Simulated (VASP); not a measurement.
# GaP (F-43m) in VASP: a series of runs

GaP is run at these levels: PBE; tasks: vibrations by perturbation theory.

All numbers are computed with VASP 6.6.1; they aren't measurements. Logs are shortened: lines on timing, memory, paths and dates and some standing lists are left out, and cuts for length are marked.

### Step 1. The cell of the first run

It takes space group F-43m (No. 216, cubic). The conventional cell has a = 5.483 Å, b = 5.483 Å, c = 5.483 Å, α = 90.00°, β = 90.00°, γ = 90.00°. Ga (site symmetry -43m) has 4 P at 2.37 Å within 3.1 Å. P (site symmetry -43m) has 4 Ga at 2.37 Å within 3.1 Å.

### Step 2. Vibrations by perturbation theory, PBE

Input file INCAR:

```
SYSTEM = GaP
PREC = Accurate
ENCUT = 520
EDIFF = 1E-8
ISMEAR = 0
SIGMA = 0.01
LREAL = .False.
LASPH = .True.
NELM = 100
ALGO = Normal
ISIF = 2
LWAVE = .False.
LCHARG = .True.
GGA = PE
NBANDS = 16
IBRION = 8
NSW = 1
LEPSILON = .True.
```

Input file KPOINTS:

```
Automatic mesh
0
Gamma
  8 8 8
  0 0 0
```

Input file POSCAR:

```
GaP
1.0
    0.0000000000      2.7414091630      2.7414091630
    2.7414091630      0.0000000000      2.7414091630
    2.7414091630      2.7414091630      0.0000000000
Ga P
1 1
Direct
    0.0000000000      0.0000000000      0.0000000000
    0.7500000000      0.7500000000      0.7500000000
```

Potentials or basis: VASP PAW PBE potentials, release 64 (Ga_d, P).

On the command line:

```console
cat potpaw_PBE.64/Ga_d/POTCAR potpaw_PBE.64/P/POTCAR > POTCAR
mpirun -np 1 vasp_std > vasp.out
```

OUTCAR:

```text
SYSTEM = GaP
   PREC = Accurate
   ENCUT = 520
   EDIFF = 1E-8
   ISMEAR = 0
   LREAL = .False.
   LASPH = .True.
   NELM = 100
   ISIF = 2
   GGA = PE
   IBRION = 8
   NSW = 1
   LEPSILON = .True.

 ion  position               nearest neighbor table
   1  0.000  0.000  0.000-   2 2.37   2 2.37   2 2.37   2 2.37
   2  0.750  0.750  0.750-   1 2.37   1 2.37   1 2.37   1 2.37

  LATTYP: Found a face centered cubic cell.
 ALAT       =     5.4828183260

  Lattice vectors:

 A1 = (   0.0000000000,   2.7414091630,   2.7414091630)
 A2 = (   2.7414091630,   0.0000000000,   2.7414091630)
 A3 = (   2.7414091630,   2.7414091630,   0.0000000000)

Analysis of symmetry for initial positions (statically):
=====================================================================
 Subroutine PRICEL returns:
 Original cell was already a primitive cell.

 Routine SETGRP: Setting up the symmetry group for a
 face centered cubic supercell.

 Subroutine GETGRP returns: Found 24 space group operations
 (whereof 24 operations were pure point group operations)
 out of a pool of 48 trial point group operations.

The static configuration has the point symmetry T_d .

Analysis of symmetry for dynamics (positions and initial velocities):
=====================================================================
 Subroutine PRICEL returns:
 Original cell was already a primitive cell.

 Routine SETGRP: Setting up the symmetry group for a
 face centered cubic supercell.

 Subroutine GETGRP returns: Found 24 space group operations
 (whereof 24 operations were pure point group operations)
 out of a pool of 48 trial point group operations.

The dynamic configuration has the point symmetry T_d .

 Subroutine INISYM returns: Found 24 space group operations
 (whereof 24 operations are pure point group operations),
 and found     1 'primitive' translations

----------------------------------------------------------------------------------------

                                     Primitive cell

  volume of cell :      41.2052

  direct lattice vectors                    reciprocal lattice vectors
     0.000000000  2.741409163  2.741409163    -0.182387951  0.182387951  0.182387951
     2.741409163  0.000000000  2.741409163     0.182387951 -0.182387951  0.182387951
     2.741409163  2.741409163  0.000000000     0.182387951  0.182387951 -0.182387951

  length of vectors
     3.876938018  3.876938018  3.876938018     0.315905198  0.315905198  0.315905198

  position of ions in fractional coordinates (direct lattice)
     0.000000000  0.000000000  0.000000000
     0.750000000  0.750000000  0.750000000

  ion indices of the primitive-cell ions
   primitive index   ion index
                 1           1
                 2           2

----------------------------------------------------------------------------------------

 KPOINTS: Automatic mesh

Automatic generation of k-mesh.
 Grid dimensions read from file:
 generate k-points for:    8    8    8

 Generating k-lattice:

  Cartesian coordinates                     Fractional coordinates (reciprocal lattice)
[... 604 lines left out ...]

 Free energy of the ion-electron system (eV)
  ---------------------------------------------------
  ---------------------------------------------------
  free energy    TOTEN  =        -1.28071685 eV

  energy without entropy =       -1.28071685

------------------------ aborting loop because EDIFF is reached ----------------------------------------

--------------------------------------- Ionic step        2  -------------------------------------------

------------------------ aborting loop because EDIFF is reached ----------------------------------------

--------------------------------------- Ionic step        3  -------------------------------------------

------------------------ aborting loop because EDIFF is reached ----------------------------------------

 PIEZOELECTRIC TENSOR FIELD DIRECTION 3  (e Angst)
 -----------------------------------------------------------------------------
    -0.00059  2.12062  0.00000           (  0.00000  0.03395  0.00000)
     2.12062 -0.00059  0.00000           (  0.03395  0.00000  0.00000)
     0.00000  0.00000 -0.00064           (  0.00000  0.00000 -0.00000)

 PIEZOELECTRIC TENSOR FIELD DIRECTION 3  (C/m^2)
 -----------------------------------------------------------------------------
    -0.00023  0.82456  0.00000
     0.82456 -0.00023  0.00000
     0.00000  0.00000 -0.00025

--------------------------------------- Ionic step        4  -------------------------------------------

------------------------ aborting loop because EDIFF is reached ----------------------------------------

[... ionic steps 5 to 6 ...]

--------------------------------------- Ionic step        7  -------------------------------------------

 Free energy of the ion-electron system (eV)
  ---------------------------------------------------
  ---------------------------------------------------
  free energy    TOTEN  =        -0.04786351 eV

  energy without entropy =       -0.04786351

------------------------ aborting loop because EDIFF is reached ----------------------------------------

 INTERNAL STRAIN TENSOR  FOR ION    2  DIRECTION 1   (eV/Angst):
 -----------------------------------------------------------------------------
    -0.00712  0.00000  0.00000
     0.00000  0.00588  6.74982
     0.00000  6.74982  0.00588

 MACROSCOPIC STATIC DIELECTRIC TENSOR (including local field effects in DFT)
 ------------------------------------------------------
          11.412731     0.000000     0.000000
           0.000000    11.412731     0.000000
           0.000000    -0.000000    11.412731
 ------------------------------------------------------

 PIEZOELECTRIC TENSOR (including local field effects)  for field in x, y, z        (e  Angst)
          XX          YY          ZZ          XY          YZ          ZX
  --------------------------------------------------------------------------------
  x     0.00000     0.00000     0.00000     0.00000     2.12795     0.00000
  y     0.00000     0.00000     0.00000     0.00000    -0.00000     2.12795
  z     0.00000     0.00000     0.00000     2.12795     0.00000     0.00000

 PIEZOELECTRIC TENSOR (including local field effects)  for field in x, y, z        (C/m^2)
          XX          YY          ZZ          XY          YZ          ZX
  --------------------------------------------------------------------------------
  x     0.00000     0.00000     0.00000     0.00000     0.82741     0.00000
  y     0.00000     0.00000     0.00000     0.00000    -0.00000     0.82741
  z     0.00000     0.00000     0.00000     0.82741     0.00000     0.00000

 BORN EFFECTIVE CHARGES (including local field effects) (in |e|, cummulative output)
 ---------------------------------------------------------------------------------
 ion    1
    1     2.25466     0.00000     0.00000
    2    -0.00000     2.25466    -0.00000
    3    -0.00000    -0.00000     2.25466
 ion    2
    1    -2.25466    -0.00000     0.00000
    2     0.00000    -2.25466     0.00000
    3     0.00000     0.00000    -2.25466

 INTERNAL STRAIN TENSOR FOR ION    2 for displacements in x,y,z  (eV/Angst):
          X           Y           Z          XY          YZ          ZX
  --------------------------------------------------------------------------------
  x     0.00000    -0.00000    -0.00000     0.00000     6.74982     0.00000
  y    -0.00000     0.00000    -0.00000     0.00000     0.00000     6.74982
  z    -0.00000    -0.00000     0.00000     6.74982     0.00000     0.00000

 SECOND DERIVATIVES (NOT SYMMETRIZED)
 ------------------------------------
               1X          1Y          1Z          2X          2Y          2Z
  1X    -9.590086    0.000000    0.000000    9.590086    0.000000    0.000000
  1Y     0.000000   -9.590086    0.000000    0.000000    9.590086    0.000000
  1Z     0.000000    0.000000   -9.590086    0.000000    0.000000    9.590086
  2X     9.597692    0.000000    0.000000   -9.597692    0.000000    0.000000
  2Y     0.000000    9.597692    0.000000    0.000000   -9.597692    0.000000
  2Z     0.000000    0.000000    9.597692    0.000000    0.000000   -9.597692

 Eigenvectors and eigenvalues of the dynamical matrix
 ----------------------------------------------------

   1 f  =   10.456896 THz    65.702615 2PiTHz  348.804504 cm-1    43.246227 meV
             X         Y         Z           dx          dy          dz
      0.000000  0.000000  0.000000     0.000000    0.000000   -0.554461
      4.112114  4.112114  4.112114     0.000000    0.000000    0.832210
[... 21 lines left out ...]
   6 f/i=    0.001913 THz     0.012018 2PiTHz    0.063803 cm-1     0.007911 meV
             X         Y         Z           dx          dy          dz
      0.000000  0.000000  0.000000     0.797901   -0.035641   -0.233786
      4.112114  4.112114  4.112114     0.531603   -0.023746   -0.155760

--------------------------------------------------------------------------------------------------------

 MACROSCOPIC STATIC DIELECTRIC TENSOR IONIC CONTRIBUTION
 ------------------------------------------------------
           2.326917     0.000000     0.000000
           0.000000     2.326917     0.000000
           0.000000     0.000000     2.326917
 ------------------------------------------------------

 ELASTIC MODULI CONTR FROM IONIC RELAXATION (kBar)
 Direction    XX          YY          ZZ          XY          YZ          ZX
 --------------------------------------------------------------------------------
 XX          -0.0000     -0.0000     -0.0000      0.0000      0.0000      0.0000
 YY          -0.0000     -0.0000     -0.0000      0.0000      0.0000     -0.0000
 ZZ          -0.0000     -0.0000     -0.0000     -0.0000      0.0000      0.0000
 XY           0.0000      0.0000     -0.0000   -182.9160     -0.0000     -0.0000
 YZ           0.0000      0.0000      0.0000     -0.0000   -182.9160     -0.0000
 ZX           0.0000     -0.0000      0.0000     -0.0000     -0.0000   -182.9160
 --------------------------------------------------------------------------------

 PIEZOELECTRIC TENSOR IONIC CONTR  for field in x, y, z        (C/m^2)
          XX          YY          ZZ          XY          YZ          ZX
  --------------------------------------------------------------------------------
  x     0.00000     0.00000     0.00000    -0.00000    -0.61389    -0.00000
  y     0.00000    -0.00000     0.00000    -0.00000    -0.00000    -0.61389
  z     0.00000     0.00000    -0.00000    -0.61389    -0.00000    -0.00000
```

Wall time 7.7 min (1 thread of Intel Xeon Platinum 8488C (Sapphire Rapids), shared host); peak memory 0.3 GiB.

What came out:

- Electronic dielectric tensor (diagonal): 11.41
- Born charges (mean of the diagonal): Ga +2.25; P -2.25 e
- Highest phonon frequency at Γ, LO-TO splitting left out: 349 cm⁻¹

Phonon frequencies in cm⁻¹ (negative: imaginary):
| q point | frequencies |
| --- | --- |
| (0.000, 0.000, 0.000) | 0 0 0 349 349 349 |

Electronic dielectric tensor:
```
11.41  0.00  0.00
 0.00 11.41  0.00
 0.00  0.00 11.41
```

Born effective charge tensors (e):
atom 1, Ga
```
2.25 0.00 0.00
0.00 2.25 0.00
0.00 0.00 2.25
```
atom 2, P
```
-2.25  0.00  0.00
 0.00 -2.25  0.00
 0.00  0.00 -2.25
```

### Step 3. Vibrations by perturbation theory, PBE

This run uses another cell than the first one, of 19.51 Å³/atom, 0.947 times its volume.

Input file INCAR:

```
SYSTEM = GaP
PREC     = Accurate       ! precision mode
ENCUT    = 500            ! plane-wave cutoff, eV
EDIFF    = 1E-8           ! SCF threshold, eV
ISMEAR   = 0              ! smearing method
SIGMA    = 0.01           ! smearing width, eV
LREAL    = .False.        ! projectors in reciprocal space
LASPH    = .True.         ! aspherical terms in the spheres
NELM     = 120            ! most SCF steps
ALGO     = Normal         ! electronic algorithm
ISIF     = 2              ! what is computed and relaxed
LWAVE    = .False.        ! write WAVECAR
LCHARG   = .False.        ! write CHGCAR
GGA      = PE             ! functional
NBANDS   = 16             ! bands
IBRION   = 8              ! ionic algorithm
NSW      = 1              ! ionic steps
LEPSILON = .True.         ! dielectric tensor by DFPT
GGA_COMPAT= .False.
```

Input file KPOINTS:

```
regular mesh
0
Gamma
  10 10 10
  0 0 0
```

Input file POSCAR:

```
GaP
1.0
    0.0000000000      2.6921874410      2.6921874410
    2.6921874410      0.0000000000      2.6921874410
    2.6921874410      2.6921874410      0.0000000000
Ga P
1 1
Direct
    0.0000000000      0.0000000000      0.0000000000
    0.7500000000      0.7500000000      0.7500000000
```

Potentials or basis: VASP PAW PBE potentials, release 64 (Ga_d, P).

On the command line:

```console
cat potpaw_PBE.64/Ga_d/POTCAR potpaw_PBE.64/P/POTCAR > POTCAR
mpirun -np 1 vasp_std > vasp.out
```

OUTCAR:

```text
SYSTEM = GaP
   PREC = Accurate
   ENCUT = 500
   EDIFF = 1E-8
   ISMEAR = 0
   LREAL = .False.
   LASPH = .True.
   NELM = 120
   ISIF = 2
   GGA = PE
   IBRION = 8
   NSW = 1
   LEPSILON = .True.

 ion  position               nearest neighbor table
   1  0.000  0.000  0.000-   2 2.33   2 2.33   2 2.33   2 2.33
   2  0.750  0.750  0.750-   1 2.33   1 2.33   1 2.33   1 2.33

  LATTYP: Found a face centered cubic cell.
 ALAT       =     5.3843748820

  Lattice vectors:

 A1 = (   0.0000000000,   2.6921874410,   2.6921874410)
 A2 = (   2.6921874410,   0.0000000000,   2.6921874410)
 A3 = (   2.6921874410,   2.6921874410,   0.0000000000)

Analysis of symmetry for initial positions (statically):
[... 758 lines left out ...]
  z    -0.00000    -0.00000     0.00000     8.96564     0.00000     0.00000

 SECOND DERIVATIVES (NOT SYMMETRIZED)
 ------------------------------------
               1X          1Y          1Z          2X          2Y          2Z
  1X   -10.929554    0.000000    0.000000   10.929554    0.000000    0.000000
  1Y     0.000000  -10.929554    0.000000    0.000000   10.929554    0.000000
  1Z     0.000000    0.000000  -10.929554    0.000000    0.000000   10.929554
  2X    10.933091    0.000000    0.000000  -10.933091    0.000000    0.000000
  2Y     0.000000   10.933091    0.000000    0.000000  -10.933091    0.000000
  2Z     0.000000    0.000000   10.933091    0.000000    0.000000  -10.933091

 Eigenvectors and eigenvalues of the dynamical matrix
 ----------------------------------------------------

   1 f  =   11.161490 THz    70.129712 2PiTHz  372.307244 cm-1    46.160194 meV
             X         Y         Z           dx          dy          dz
      0.000000  0.000000  0.000000     0.000000    0.554551    0.000000
      4.038281  4.038281  4.038281     0.000000   -0.832150    0.000000
[... 21 lines left out ...]
   6 f/i=    0.000833 THz     0.005235 2PiTHz    0.027793 cm-1     0.003446 meV
             X         Y         Z           dx          dy          dz
      0.000000  0.000000  0.000000     0.000000    0.000000    0.832150
      4.038281  4.038281  4.038281     0.000000    0.000000    0.554551

--------------------------------------------------------------------------------------------------------

 MACROSCOPIC STATIC DIELECTRIC TENSOR IONIC CONTRIBUTION
 ------------------------------------------------------
           1.914249    -0.000000    -0.000000
          -0.000000     1.914249     0.000000
          -0.000000     0.000000     1.914249
 ------------------------------------------------------

 ELASTIC MODULI CONTR FROM IONIC RELAXATION (kBar)
 Direction    XX          YY          ZZ          XY          YZ          ZX
 --------------------------------------------------------------------------------
 XX          -0.0000      0.0000      0.0000      0.0000     -0.0000     -0.0000
 YY           0.0000     -0.0000      0.0000      0.0000      0.0000     -0.0000
 ZZ           0.0000      0.0000     -0.0000     -0.0000      0.0000     -0.0000
 XY           0.0000      0.0000     -0.0000   -299.5494      0.0000      0.0000
 YZ          -0.0000      0.0000      0.0000      0.0000   -299.5494      0.0000
 ZX          -0.0000     -0.0000     -0.0000      0.0000      0.0000   -299.5494
 --------------------------------------------------------------------------------

 PIEZOELECTRIC TENSOR IONIC CONTR  for field in x, y, z        (C/m^2)
          XX          YY          ZZ          XY          YZ          ZX
  --------------------------------------------------------------------------------
  x    -0.00000     0.00000     0.00000     0.00000    -0.71253     0.00000
  y    -0.00000    -0.00000    -0.00000     0.00000     0.00000    -0.71253
  z     0.00000     0.00000    -0.00000    -0.71253     0.00000    -0.00000
```

stdout:

```text
POSCAR found type information on POSCAR GaP
 POSCAR found :  2 types and       2 ions
 scaLAPACK will be used
 LDA part: xc-table for (Slater+PW92), standard interpolation
 POSCAR, INCAR and KPOINTS ok, starting setup
 FFT: planning ... GRIDC
 FFT: planning ... GRID_SOFT
 FFT: planning ... GRID
 WAVECAR not read
 entering main loop
[... 23 lines left out ...]
  Direction:   3
 dielectric tensor                  component  3 :     2.127     2.257    10.348
 Linear response DOF=           2
 Linear response progress:
 first order change of Fermi-energy   0.65069E-04
 force on displaced ion       1 direction 1 : -10.930  -0.000  -0.000
 Born effective charge ion    1 direction 1 :   2.106   0.000   0.000
 Linear response progress:
 first order change of Fermi-energy   0.79867E-04
 force on displaced ion       2 direction 1 : -10.933  -0.000  -0.000
 Born effective charge ion    2 direction 1 :  -2.138   0.000   0.000
 Born effective charges drift removed
 Linear response finished
```

It took 7.9 min on 1 thread of Intel Xeon 6975P-C (Granite Rapids), shared host; peak memory 0.36 GiB.

What came out:

* Electronic dielectric tensor (diagonal): 10.35
* Born charges (mean of the diagonal): Ga +2.12; P -2.12 e
* Highest phonon frequency at Γ, LO-TO splitting left out: 372 cm⁻¹

Phonon frequencies in cm⁻¹ (negative: imaginary):
| q point | frequencies |
| --- | --- |
| (0.000, 0.000, 0.000) | 0 0 0 372 372 372 |

Electronic dielectric tensor:
```
10.35  0.00  0.00
 0.00 10.35  0.00
 0.00  0.00 10.35
```

Born effective charge tensors (e):
atom 1, Ga
```
2.12 0.00 0.00
0.00 2.12 0.00
0.00 0.00 2.12
```
atom 2, P
```
-2.12  0.00  0.00
 0.00 -2.12  0.00
 0.00  0.00 -2.12
```

Caveat: the cell wasn't relaxed at this level first, which shifts response properties.

[end of part 1 of 2]
